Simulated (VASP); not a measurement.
SiSn5:

```
CELL_PARAMETERS angstrom
4.50000 0.00000 0.00000
-2.25000 3.89711 0.00000
0.00000 0.00000 22.00000
ATOMIC_POSITIONS crystal
Si 0.33333 0.66667 0.02083
Si 0.66667 0.33333 0.97917
Sn 0.33333 0.66667 0.14583
Sn 0.66667 0.33333 0.85417
Sn 0.00000 0.00000 0.81250
Sn 0.00000 0.00000 0.68750
Sn 0.00000 0.00000 0.18750
Sn 0.00000 0.00000 0.31250
Sn 0.66667 0.33333 0.35417
Sn 0.66667 0.33333 0.47917
Sn 0.33333 0.66667 0.64583
Sn 0.33333 0.66667 0.52083
```

| Quantity | Value |
| --- | --- |
| Program | VASP 6.6.1 |
| Task | relaxation of cell and atoms |
| Functional | PBE |
| Potentials or basis | VASP PAW PBE potentials, release 64 (Si, Sn_d) |
| Cutoff | 600 eV |
| k mesh | 4 × 4 × 1 |
| Occupations | gaussian, width 0.2 eV |
| Spin | no spin polarisation |

At the start: pressure 3.5 GPa; volume 32.15 Å³/atom.

Where does the relaxation end?

Over 17 steps the energy falls by 74.2 meV/atom and the volume is 34.17 Å³/atom (+6.3 %); space group P-3m1 (No. 164, to 0.05 Å).

The path:
| step | energy change (eV) | largest force (eV/Å) | pressure (GPa) | volume (Å³) |
| --- | --- | --- | --- | --- |
| 1 | 0.0000 | 1.2285 | 3.46 | 385.81 |
| 2 | -0.4459 | 0.6650 | -0.92 | 425.84 |
| 3 | -0.4533 | 0.7174 | -0.56 | 420.98 |
| 4 | -0.5594 | 0.6146 | -0.45 | 418.59 |
| 5 | -0.7197 | 0.3531 | 0.02 | 411.47 |
| 6 | -0.7227 | 0.3992 | 0.10 | 410.41 |
| 7 | -0.7595 | 0.3550 | -0.01 | 411.04 |
| 8 | -0.7595 | 0.3594 | 0.01 | 411.07 |
| 9 | -0.7978 | 0.2294 | -0.08 | 411.56 |
| 10 | -0.8323 | 0.2533 | -0.16 | 412.28 |
| 11 | -0.8181 | 0.3510 | -0.26 | 413.66 |
| 12 | -0.8401 | 0.2566 | -0.22 | 412.78 |
| 13 | -0.8654 | 0.1876 | 0.12 | 408.79 |
| 14 | -0.8702 | 0.1933 | 0.32 | 406.36 |
| 15 | -0.8838 | 0.1995 | -0.12 | 410.38 |
| 16 | -0.8840 | 0.1995 | -0.07 | 409.93 |
| 17 | -0.8904 | 0.0366 | -0.05 | 409.98 |

Final structure:
```cif
data_structure
_symmetry_space_group_name_H-M 'P 1'
_symmetry_Int_Tables_number 1
_cell_length_a 4.5896
_cell_length_b 4.5896
_cell_length_c 22.4737
_cell_angle_alpha 90.000
_cell_angle_beta 90.000
_cell_angle_gamma 120.000
_cell_volume 409.98
loop_
_atom_site_label
_atom_site_type_symbol
_atom_site_fract_x
_atom_site_fract_y
_atom_site_fract_z
_atom_site_occupancy
Si1 Si 0.33333 0.66667 0.01181 1
Si2 Si 0.66667 0.33333 0.98819 1
Sn1 Sn 0.33333 0.66667 0.12940 1
Sn2 Sn 0.66667 0.33333 0.87060 1
Sn3 Sn 0.00000 0.00000 0.82437 1
Sn4 Sn 0.00000 0.00000 0.69692 1
Sn5 Sn 0.00000 0.00000 0.17563 1
Sn6 Sn 0.00000 0.00000 0.30308 1
Sn7 Sn 0.66667 0.33333 0.34948 1
Sn8 Sn 0.66667 0.33333 0.47734 1
Sn9 Sn 0.33333 0.66667 0.65052 1
Sn10 Sn 0.33333 0.66667 0.52266 1
```

Caveat: the k points lie up to 0.40 Å⁻¹ apart in the final cell; the relaxation stopped at a loose force limit of 0.08 eV/Å, so its end isn't a converged minimum.
